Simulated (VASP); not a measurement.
Input of a VASP 6.6.1 run:

The input INCAR:

```
PREC = Accurate
ENCUT = 520
EDIFF = 1E-6
ISMEAR = -1
SIGMA = 0.08
LREAL = F
LASPH = T
NELM = 80
ALGO = Normal
ISIF = 2
LWAVE = F
LCHARG = T
GGA = CA
LELF = T
LVHAR = T
NBANDS = 38
```

Contents of KPOINTS:

```
Automatic mesh
0
Gamma
  12 7 7
```

POSCAR

```
Bi
1.0
   -1.7294386708      2.9954756465      0.0000000000
    0.0000000000      0.0000000000      5.6736239478
    5.1883160125      2.9954756464      0.0000000000
Bi
4
Direct
    0.5000000000      0.2500000000      0.1666666670
    0.0000000000      0.2500000000      0.6666666670
    0.0000000000      0.7500000000      0.3333333330
    0.5000000000      0.7500000000      0.8333333330
```

Potentials or basis: VASP PAW LDA potentials, release 64 (Bi_d).

The run is started by

```console
$ cat potpaw_LDA.64/Bi_d/POTCAR > POTCAR
$ mpirun -np 1 vasp_std > vasp.out
```

**Question.** Estimate the pressure.

**Answer.** 0.1 GPa.

**Question.** Predict the largest force.

**Answer.** 0.014 eV/Å.

Stress tensor (GPa, compression positive):
```
 0.06  0.09  0.00
 0.09 -0.05  0.00
 0.00  0.00  0.43
```
